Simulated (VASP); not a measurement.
Write the native input for VASP 6.6.1 that does the following.

| Quantity | Value |
| --- | --- |
| Task | single point |
| Functional | LDA |
| Potentials or basis | VASP PAW LDA potentials, release 64 (Pd) |
| Cutoff | 500 eV |
| k mesh | 18 × 18 × 18 |
| Occupations | fermi-dirac, width 0.05 eV |
| Spin | no spin polarisation |
| Dipole correction | no |
| Further INCAR settings | ALGO = Normal; EDIFF = 1e-06; NBANDS = 11 |

The structure of Pd lies in POSCAR:

```
Pd
1.0
    0.0000000000      1.9196566925      1.9196566925
    1.9196566925      0.0000000000      1.9196566925
    1.9196566925      1.9196566925      0.0000000000
Pd
1
Direct
    0.0000000000      0.0000000000      0.0000000000
```

One way to write it, as run:

INCAR

```
PREC = Accurate
ENCUT = 500
EDIFF = 1E-6
ISMEAR = -1
SIGMA = 0.05
LREAL = False
LASPH = True
NELM = 120
ALGO = Normal
ISIF = 2
LWAVE = False
LCHARG = False
GGA = CA
NBANDS = 11
GGA_COMPAT = False
```

KPOINTS

```
regular mesh
0
Gamma
  18 18 18
```

Potentials or basis: VASP PAW LDA potentials, release 64 (Pd).

Run with:

```console
$ cat potpaw_LDA.64/Pd/POTCAR > POTCAR
$ mpirun -np 1 vasp_std > vasp.out
```

It gave:

| Item | Value |
| --- | --- |
| Pressure | 0.3 GPa |
| Band gap on the k mesh | zero (bands 5 and 6 overlap by 1.71 eV) |

Run time: 15 s on 1 thread of Intel(R) Xeon(R) Platinum 8375C CPU @ 2.90GHz (Ice Lake), on a shared host, peak memory 0.14 GiB.
